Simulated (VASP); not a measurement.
# Be (Fm-3m) in VASP: further runs

Runs on Be. Level: r2SCAN. Tasks: single point.

All numbers are computed with VASP 6.6.1; they aren't measurements. Logs are shortened: lines on timing, memory, paths and dates and some standing lists are left out, and cuts for length are marked.

## Step 1: The cell of the first run

It takes space group Fm-3m (No. 225, cubic). The conventional cell has a = 3.242 Å, b = 3.242 Å, c = 3.242 Å, α = 90.00°, β = 90.00°, γ = 90.00°. Be (site symmetry m-3m) has 12 Be at 2.29 Å within 3.0 Å.

This isn't the form of Be at room conditions, which is hcp.

## Step 2: Single point, r2SCAN (8.52 Å³/atom)

Contents of POSCAR:

```
Be
1.0
    0.0000000000      1.6207906275      1.6207906275
    1.6207906275      0.0000000000      1.6207906275
    1.6207906275      1.6207906275      0.0000000000
Be
1
Direct
    0.0000000000      0.0000000000      0.0000000000
```

Contents of INCAR.step1:

```
PREC = Accurate ; ENCUT = 520
ISMEAR = -1 ; SIGMA = 0.1
LREAL = F ; LASPH = T
NELM = 60 ; NBANDS = 7
GGA = PE ; ALGO = Normal
EDIFF = 1E-4 ; LWAVE = T
LCHARG = F
```

Contents of INCAR.step2:

```
PREC = Accurate ; ENCUT = 520
EDIFF = 1E-6 ; ISMEAR = -1
SIGMA = 0.1 ; LREAL = F
LASPH = T ; NELM = 60
ALGO = Normal ; ISIF = 2
LWAVE = F ; LCHARG = F
METAGGA = R2SCAN ; LMIXTAU = T
NBANDS = 7 ; ISTART = 1
```

Contents of KPOINTS:

```
Automatic mesh
0
Gamma
  19 19 19
```

Potentials or basis: VASP PAW PBE potentials, release 64 (Be).

Started as:

```
> cat potpaw_PBE.64/Be/POTCAR > POTCAR
> cp INCAR.step1 INCAR
> mpirun -np 1 vasp_std > vasp.out
> cp INCAR.step2 INCAR
> mpirun -np 1 vasp_std > vasp.out
```

OUTCAR:

```text
PREC = Accurate
   ENCUT = 520
   EDIFF = 1E-6
   ISMEAR = -1
   LREAL = F
   LASPH = T
   NELM = 60
   ISIF = 2
   METAGGA = R2SCAN
   ISTART = 1

 ion  position               nearest neighbor table
   1  0.000  0.000  0.000-

  LATTYP: Found a face centered cubic cell.
 ALAT       =     3.2415812550

  Lattice vectors:

 A1 = (   0.0000000000,   1.6207906275,   1.6207906275)
 A2 = (   1.6207906275,   0.0000000000,   1.6207906275)
 A3 = (   1.6207906275,   1.6207906275,   0.0000000000)

Analysis of symmetry for initial positions (statically):
=====================================================================
 Subroutine PRICEL returns:
 Original cell was already a primitive cell.

 Routine SETGRP: Setting up the symmetry group for a
 face centered cubic supercell.

 Subroutine GETGRP returns: Found 48 space group operations
 (whereof 48 operations were pure point group operations)
 out of a pool of 48 trial point group operations.

The static configuration has the point symmetry O_h .

Analysis of symmetry for dynamics (positions and initial velocities):
=====================================================================
 Subroutine PRICEL returns:
 Original cell was already a primitive cell.

 Routine SETGRP: Setting up the symmetry group for a
 face centered cubic supercell.

 Subroutine GETGRP returns: Found 48 space group operations
 (whereof 48 operations were pure point group operations)
 out of a pool of 48 trial point group operations.

The dynamic configuration has the point symmetry O_h .

 Subroutine INISYM returns: Found 48 space group operations
 (whereof 48 operations are pure point group operations),
 and found     1 'primitive' translations

----------------------------------------------------------------------------------------

                                     Primitive cell

  volume of cell :       8.5155

  direct lattice vectors                    reciprocal lattice vectors
     0.000000000  1.620790627  1.620790627    -0.308491419  0.308491419  0.308491419
     1.620790627  0.000000000  1.620790627     0.308491419 -0.308491419  0.308491419
     1.620790627  1.620790627  0.000000000     0.308491419  0.308491419 -0.308491419

  length of vectors
     2.292144087  2.292144087  2.292144087     0.534322811  0.534322811  0.534322811

  position of ions in fractional coordinates (direct lattice)
     0.000000000  0.000000000  0.000000000

  ion indices of the primitive-cell ions
   primitive index   ion index
                 1           1

----------------------------------------------------------------------------------------

 KPOINTS: Automatic mesh

Automatic generation of k-mesh.
 Grid dimensions read from file:
 generate k-points for:   19   19   19

 Generating k-lattice:

  Cartesian coordinates                     Fractional coordinates (reciprocal lattice)
    -0.016236390  0.016236390  0.016236390     0.052631579  0.000000000  0.000000000
     0.016236390 -0.016236390  0.016236390     0.000000000  0.052631579  0.000000000
     0.016236390  0.016236390 -0.016236390     0.000000000  0.000000000  0.052631579

  Length of vectors
     0.028122253  0.028122253  0.028122253

  Shift w.r.t. Gamma in fractional coordinates (k-lattice)
     0.000000000  0.000000000  0.000000000

 Subroutine IBZKPT returns following result:
 ===========================================

 Found    220 irreducible k-points:

 Following reciprocal coordinates:
            Coordinates               Weight
  0.000000  0.000000  0.000000      1.000000
  0.052632  0.000000  0.000000      8.000000
  0.105263  0.000000  0.000000      8.000000
  0.157895  0.000000  0.000000      8.000000
  0.210526  0.000000  0.000000      8.000000
  0.263158  0.000000  0.000000      8.000000
[... 16 lines left out ...]
 -0.315789  0.052632  0.000000     24.000000
 -0.263158  0.052632  0.000000     24.000000
 [... further k-points ...]
   k-points           NKPTS =    220   k-points in BZ     NKDIM =    220   number of bands    NBANDS=      7
   number of dos      NEDOS =    301   number of ions     NIONS =      1
   total plane-waves  NPLWV =   5832
   dimension x,y,z NGX =    18 NGY =   18 NGZ =   18
   dimension x,y,z NGXF=    36 NGYF=   36 NGZF=   36
   ions per type =               1
   NGX,Y,Z   is equivalent  to a cutoff of  13.06, 13.06, 13.06 a.u.
   NGXF,Y,Z  is equivalent  to a cutoff of  26.11, 26.11, 26.11 a.u.
 SYSTEM =  unknown system
   PREC   = accura    normal or accurate (medium, high low for compatibility)
   ISTART =      1    job   : 0-new  1-cont  2-samecut
   ICHARG =      0    charge: 1-file 2-atom 10-const
   ISPIN  =      1    spin polarized calculation?
   LNONCOLLINEAR =      F non collinear calculations
   LSORBIT =      F    spin-orbit coupling
   LASPH  =      T    aspherical Exc in radial PAW
   ENCUT  =  520.0 eV  38.22 Ry    6.18 a.u.   4.26  4.26  4.26*2*pi/ulx,y,z
   NELM   =     60;   NELMIN=  2; NELMDL=  0     # of ELM steps
   EDIFF  = 0.1E-05   stopping-criterion for ELM
   LREAL  =      F    real-space projection
   EDIFFG = 0.1E-04   stopping-criterion for IOM
   NSW    =      0    number of steps for IOM
   IBRION =     -1    ionic relax: 0-MD 1-quasi-New 2-CG
   NFREE  =      0    steps in history (QN), initial steepest desc. (CG)
   ISIF   =      2    stress and relaxation
   ISYM   =      2    0-nonsym 1-usesym 2-fastsym
   POTIM  = 0.5000    time-step for ionic-motion
   TEBEG  =    0.0;   TEEND  =   0.0 temperature during run
   PSTRESS=    0.0 pullay stress
   NELECT =       2.0000    total number of electrons
   NUPDOWN=      -1.0000    fix difference up-down
   EMIN   =  10.00;   EMAX   =-10.00  energy-range for DOS
   EFERMI =   0.00;   METHOD = LEGACY
   ISMEAR =    -1;   SIGMA  =   0.10  broadening in eV -4-tet -1-fermi 0-gaus
   EFERMI_NEDOS =   21; number of points for ismear=-14 and -15
   IALGO  =     38    algorithm
   IMIX   =      4    mixing-type and parameters
     AMIX     =   0.40;   BMIX     =  1.00
     AMIX_MAG =   1.60;   BMIX_MAG =  1.00
  volume/ion in A,a.u.               =       8.52        57.47
  Fermi-wavevector in a.u.,A,eV,Ry     =   1.010062  1.908740 13.881000  1.020225
  Thomas-Fermi vector in A             =   2.143028
   LORBIT       =      0    0 simple, 1 ext, 2 COOP (PROOUT), +10 PAW based schemes
   METAGGA = R2SCAN    functional components
   LHFCALC =     F    Hartree Fock is set to
   AEXX    =    0.0000 exact exchange contribution
   IVDW    =     0    specifies the selected vdW correction
   LEPSILON=     F    determine dielectric tensor
   LRPA    =     F    only Hartree local field effects (RPA)
 non-spin polarized calculation
  energy-cutoff  :      520.00
  volume of cell :        8.52
 maximum number of plane-waves:       259
 NGX is ok and might be reduce to    18
   NGX =  9   NGY =  9   NGZ =  9

 number of electron       2.0000000 magnetization

 Free energy of the ion-electron system (eV)
  ---------------------------------------------------
  ext. energy  EPLUGINS =         0.00000000
  ---------------------------------------------------
  free energy    TOTEN  =        -4.24174662 eV

  energy without entropy =       -4.23767925  energy(sigma->0) =       -4.23971293

 E-fermi :   6.8397     XC(G=0): -11.0083

 val. band max:        6.7922973202   @ k =  -0.4737   0.0526   0.0000
 cond. band min:       6.9072780118   @ k =  -0.4737   0.1053   0.0000
 fundamental gap:      0.1149806916
 Fermi energy:         6.8397011573

 k-point     1 :       0.0000    0.0000    0.0000
  band No.  band energies     occupation
      1      -5.2795      2.00000
      2      26.8926      0.00000
      3      26.8926      0.00000
      4      26.8926      0.00000
      5      36.1291      0.00000
      6      36.1291      0.00000
      7      36.1291      0.00000

 k-point     2 :       0.0526    0.0000    0.0000
  band No.  band energies     occupation
      1      -5.1830      2.00000
      2      26.1042      0.00000
      3      26.7263      0.00000
      4      26.7263      0.00000
      5      35.1000      0.00000
      6      36.4437      0.00000
      7      36.4437      0.00000

 k-point     3 :       0.1053    0.0000    0.0000
  band No.  band energies     occupation
      1      -4.8938      2.00000
      2      24.0231      0.00000
      3      26.3027      0.00000
      4      26.3027      0.00000
      5      34.4648      0.00000
      6      37.2311      0.00000
      7      37.2312      0.00000

 k-point     4 :       0.1579    0.0000    0.0000
  band No.  band energies     occupation
      1      -4.4121      2.00000
      2      21.2962      0.00000
      3      25.7676      0.00000
      4      25.7676      0.00000
      5      34.5812      0.00000
      6      37.9469      0.00000
      7      37.9469      0.00000

 k-point     5 :       0.2105    0.0000    0.0000
  band No.  band energies     occupation
      1      -3.7395      2.00000
      2      18.3995      0.00000
      3      25.2378      0.00000
      4      25.2378      0.00000
      5      35.1199      0.00000
      6      37.6800      0.00000
      7      37.6800      0.00000
[... 161 lines left out ...]
 k-point    22 :      -0.3684    0.0526    0.0000
  band No.  band energies     occupation
      1      -0.1583      2.00000
      2       9.7408      0.00000
      3      23.0477      0.00000
      4      24.4174      0.00000
      5      32.7393      0.00000
      6      34.0053      0.00000
      7      38.1226      0.00000

 k-point    23 :      -0.3158    0.0526    0.0000
  band No.  band energies     occupation
      1      -1.3756      2.00000
      2      12.0794      0.00000
      3      23.0891      0.00000
      4      24.8993      0.00000
      5      33.6799      0.00000
      6      34.6510      0.00000
      7      37.8628      0.00000

 k-point    24 :      -0.2632    0.0526    0.0000
  band No.  band energies     occupation
      1      -2.4658      2.00000
      2      14.6832      0.00000
      3      23.2906      0.00000
      4      25.4163      0.00000
      5      34.6703      0.00000
      6      35.6124      0.00000
      7      37.0753      0.00000

 [... further k-points ...]

------------------------ aborting loop because EDIFF is reached ----------------------------------------

  FORCE on cell =-STRESS in cart. coord.  units (eV):
  Direction    XX          YY          ZZ          XY          YZ          ZX
  --------------------------------------------------------------------------------------
  -------------------------------------------------------------------------------------
  Total       -0.4298774     -0.4298774     -0.4298774      0.0000000      0.0000000      0.0000000
  in kB      -80.8806078    -80.8806078    -80.8806078      0.0000000      0.0000000      0.0000000
  external PRESSURE =     -80.8806078 kB  Pullay stress =       0.0000000 kB

 VOLUME and BASIS-vectors are now :
 -----------------------------------------------------------------------------
  energy-cutoff  :      520.00
  volume of cell :        8.52
      direct lattice vectors                 reciprocal lattice vectors
     0.000000000  1.620790627  1.620790627    -0.308491419  0.308491419  0.308491419
     1.620790627  0.000000000  1.620790627     0.308491419 -0.308491419  0.308491419
     1.620790627  1.620790627  0.000000000     0.308491419  0.308491419 -0.308491419

 POSITION                                       TOTAL-FORCE (eV/Angst)
 -----------------------------------------------------------------------------------
      0.00000      0.00000      0.00000        -0.000000      0.000000      0.000000
 -----------------------------------------------------------------------------------
    total drift:                               -0.000000     -0.000000     -0.000000

  FREE ENERGIE OF THE ION-ELECTRON SYSTEM (eV)
  ---------------------------------------------------
  free  energy   TOTEN  =        -4.2417466212 eV

  energy  without entropy=       -4.2376792464  energy(sigma->0) =       -4.23971293
```

Run time: 65 s. Hardware: 1 thread of AMD EPYC 7R13, shared host; peak memory 0.09 GiB.

Results:

- Free energy: -4.2417 eV
- Pressure: -8.1 GPa
- Band gap on the k mesh: zero (bands 1 and 2 overlap by 0.94 eV)

Caveat: the cell stands under tension; the PAW data sets were made with another functional, which shifts forces and pressure a little.

## Step 3: Single point, r2SCAN (8.83 Å³/atom)

This run uses another cell than the first one, of 8.83 Å³/atom.

Contents of POSCAR:

```
Be
1.0
    0.0000000000      1.6405583151      1.6405583151
    1.6405583151      0.0000000000      1.6405583151
    1.6405583151      1.6405583151      0.0000000000
Be
1
Direct
    0.0000000000      0.0000000000      0.0000000000
```

Contents of INCAR.step1:

```
SYSTEM = Be
  PREC = Accurate
  ENCUT = 520
  ISMEAR = -1
  SIGMA = 0.1
  LREAL = .False.
  LASPH = .True.
  NELM = 60
  NBANDS = 7
  GGA = PE
  ALGO = Normal
  EDIFF = 1E-4
  LWAVE = .True.
  LCHARG = .False.
```

Contents of INCAR.step2:

```
SYSTEM = Be
  PREC = Accurate
  ENCUT = 520
  EDIFF = 1E-6
  ISMEAR = -1
  SIGMA = 0.1
  LREAL = .False.
  LASPH = .True.
  NELM = 60
  ALGO = Normal
  ISIF = 2
  LWAVE = .False.
  LCHARG = .False.
  METAGGA = R2SCAN
  LMIXTAU = .True.
  NBANDS = 7
  ISTART = 1
```

Contents of KPOINTS:

```
Automatic mesh
0
Gamma
  19 19 19
  0 0 0
```

Potentials or basis: VASP PAW PBE potentials, release 64 (Be).

Started as:

```
> cat potpaw_PBE.64/Be/POTCAR > POTCAR
> cp INCAR.step1 INCAR
> mpirun -np 1 vasp_std > vasp.out
> cp INCAR.step2 INCAR
> mpirun -np 1 vasp_std > vasp.out
```

Wall time 56 s (1 thread of AMD EPYC 7R13, shared host); peak memory 0.09 GiB.

Results (log left out):

| Item | Value |
| --- | --- |
| Free energy | -4.2226 eV |
| Pressure | -11.2 GPa |
| Band gap on the k mesh | zero (bands 1 and 2 overlap by 1.03 eV) |

Levels at points of the mesh, in eV from the Fermi level:
| k point | band 1 | band 2 | band 3 | band 4 |
| --- | --- | --- | --- | --- |
| (0.00, 0.00, 0.00) | -11.86 | 19.55 | 19.55 | 19.55 |

Caveat: the cell stands under tension; the PAW data sets were made with another functional, which shifts forces and pressure a little.
